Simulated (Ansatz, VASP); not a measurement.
## AlN: VASP beside Ansatz

```
Al N
1.0
     3.31348    0.00000    0.00000
    -1.65674    2.86956    0.00000
     0.00000    0.00000    4.18759
Al N
2 2
Cartesian
  0.0000 1.9336 3.1727
  1.6567 0.9771 1.0789
  0.0000 1.8734 0.9853
  1.6567 0.9169 3.0791
```

Change from the starting cell: mode 4 frozen in at -0.062 Å and mode 10 at -0.040 Å (largest displacements).

Alike in both runs: task single point; functional PBE; k mesh 9 × 9 × 6; occupations gaussian, width 0.05 eV; no spin polarisation.

|  | VASP | Ansatz |
| --- | --- | --- |
| version | VASP 6.6.1 | Ansatz 0.2.0 |
| potentials or method | VASP PAW PBE potentials, release 64 (Al, N), cutoff 520 eV | scalar-relativistic, plane waves, PAW |
| valence electrons in the cell | 16 | 16 |

|  | VASP | Ansatz | Ansatz less VASP |
| --- | --- | --- | --- |
| gap on the k mesh at the Fermi level (eV) | 3.30 | 3.29 | -0.009 |
| least direct gap on the mesh (eV) | 3.30 | 3.29 | -0.009 |
| pressure (GPa) | 1.1 | 1.3 | +0.18 |
| traceless stress, the component that is largest in VASP (GPa) | 1.98 | 1.86 | -0.119 |
| rms of the force components (eV/Å) | 0.523 | 0.523 | -0.0009 |

Atom by atom the forces differ by 0.001 eV/Å (rms over components). The functional is the same, so the differences come from potentials, cutoffs and numerics.
